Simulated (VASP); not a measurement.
A run of VASP 6.6.1 is set up as follows.

File INCAR:

```
SYSTEM = LiNbO3
PREC = Accurate ; ENCUT = 520
EDIFF = 1E-6 ; ISMEAR = -1
SIGMA = 0.02 ; LREAL = .False.
LASPH = .True. ; NELM = 60
ALGO = Normal ; ISIF = 2
LWAVE = .False. ; LCHARG = .True.
GGA = PE ; LELF = .True.
LVHAR = .True. ; NBANDS = 45
```

KPOINTS

```
Automatic mesh
0
Gamma
  7 7 7
  0 0 0
```

POSCAR

```
LiNbO3
1.0
    2.6192844127      1.5122445608      4.5878192674
   -2.6192844127      1.5122445608      4.5878192674
    0.0000000000     -3.0244891216      4.5878192674
Li Nb O
2 2 6
Direct
    0.7500000000      0.7500000000      0.7500000000
    0.2500000000      0.2500000000      0.2500000000
    0.5000000000      0.5000000000      0.5000000000
    0.0000000000      0.0000000000      0.0000000000
    0.6309555629      0.8690444371      0.2500000000
    0.2500000000      0.6309555629      0.8690444371
    0.8690444371      0.2500000000      0.6309555629
    0.7500000000      0.3690444371      0.1309555629
    0.3690444371      0.1309555629      0.7500000000
    0.1309555629      0.7500000000      0.3690444371
```

Potentials or basis: VASP PAW PBE potentials, release 64 (Li_sv, Nb_sv, O).

Run with:

```console
$ cat potpaw_PBE.64/Li_sv/POTCAR potpaw_PBE.64/Nb_sv/POTCAR potpaw_PBE.64/O/POTCAR > POTCAR
$ mpirun -np 1 vasp_std > vasp.out
```

**Question.** What does it give for the largest force?

**Answer.** 0.029 eV/Å.

**Question.** Estimate the band gap on the k mesh.

**Answer.** 2.49 eV (least direct gap 2.60 eV).

Forces in eV/Å, atoms in the order of the input:
```
Li   0.000  0.000  0.000
Li   0.000  0.000  0.000
Nb   0.000  0.000  0.000
Nb   0.000  0.000  0.000
O    0.029  0.000  0.000
O   -0.015  0.025  0.000
O   -0.015 -0.025  0.000
O    0.015 -0.025  0.000
O   -0.029  0.000  0.000
O    0.015  0.025  0.000
```

 A k mesh can miss the band edges.
